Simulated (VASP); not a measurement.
Set up this calculation in VASP 6.6.1, as the native input.

| Property | Result |
| --- | --- |
| Task | single point |
| Functional | PBEsol |
| Potentials or basis | VASP PAW PBE potentials, release 64 (Pb_d, S) |
| Cutoff | 520 eV |
| k mesh | 8 × 8 × 6 |
| Occupations | gaussian, width 0.02 eV |
| Spin | no spin polarisation |
| Dipole correction | no |
| Further INCAR settings | ALGO = Normal; EDIFF = 1e-07; NBANDS = 28 |

The structure of PbS lies in POSCAR:

```
PbS
1.0
    2.0911547307     -6.0791355610     -0.0078281974
    2.0786928332      6.0748092594      0.0028363110
   -0.0051351851      0.0038085956      4.3669614329
Pb S
2 2
Direct
    0.8155753024      0.0835185566      0.7642639453
    0.2070194298      0.9286326937      0.2355280777
    0.6601765611      0.3982670757      0.7691081719
    0.3172278721      0.5895825085      0.2310998051
```

This cell differs from its parent crystal: atoms moved at random and the cell strained at random.

One way to write it, as run:

INCAR

```
PREC = Accurate ; ENCUT = 520
EDIFF = 1E-7 ; ISMEAR = 0
SIGMA = 0.02 ; LREAL = False
LASPH = True ; NELM = 100
ALGO = Normal ; ISIF = 2
LWAVE = False ; LCHARG = False
GGA = PS ; NBANDS = 28
```

KPOINTS

```
Automatic mesh
0
Gamma
  8 8 6
```

Potentials or basis: VASP PAW PBE potentials, release 64 (Pb_d, S).

The run is started by

```bash
$ cat potpaw_PBE.64/Pb_d/POTCAR potpaw_PBE.64/S/POTCAR > POTCAR
$ mpirun -np 1 vasp_std > vasp.out
```

It gave:

- Pressure: -3.3 GPa
- Largest force: 0.614 eV/Å
- Band gap on the k mesh: 0.76 eV, indirect (least direct gap 0.92 eV)

Caveat: the cell differs from its parent crystal (atoms moved at random and the cell strained at random); the PAW data sets were made with another functional, which shifts forces and pressure a little; spin-orbit coupling is left out, which moves the levels of the heavy elements.

Wall time 4 min on 1 thread of Intel(R) Xeon(R) 6975P-C (Granite Rapids) (shared host), peak memory 0.61 GiB.
